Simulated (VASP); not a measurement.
A run of VASP 6.6.1 is set up as follows.

INCAR

```
SYSTEM = AlAs
PREC = Accurate
ENCUT = 400
EDIFF = 1E-6
ISMEAR = 0
SIGMA = 0.05
LREAL = .FALSE.
LASPH = .TRUE.
NELM = 120
ALGO = Normal
ISIF = 2
LWAVE = .FALSE.
LCHARG = .FALSE.
LDIPOL = .TRUE.
IDIPOL = 3
DIPOL = 0.5 0.5 0.502
GGA = PE
NBANDS = 16
GGA_COMPAT = .FALSE.
NELMDL = -8
```

KPOINTS

```
Automatic mesh
0
G
  9 9 1
  0 0 0
```

File POSCAR:

```
AlAs
1.0
    4.0498608267      0.0000000000      0.0000000000
   -2.0249304133      3.5072823577      0.0000000000
    0.0000000000      0.0000000000     18.1333718978
As Al
2 2
Direct
    0.0000000000      0.0000000000      0.3860285908
    0.3333333333      0.6666666667      0.5802667348
    0.3333333333      0.6666666667      0.4316171545
    0.6666666667      0.3333333333      0.6112124793
```

Potentials or basis: VASP PAW PBE potentials, release 64 (As, Al).

Launch:

```sh
$ cat potpaw_PBE.64/As/POTCAR potpaw_PBE.64/Al/POTCAR > POTCAR
$ mpirun -np 1 vasp_std > vasp.out
```

Task: Predict the band gap on the k mesh.

Result: 0.19 eV (least direct gap 0.41 eV).

Task: What does it give for the largest force?

Result: 0.707 eV/Å.

Forces in eV/Å, atoms in the order of the input:
```
As   0.000  0.000  0.706
As   0.000  0.000 -0.002
Al   0.000  0.000 -0.707
Al   0.000  0.000  0.003
```
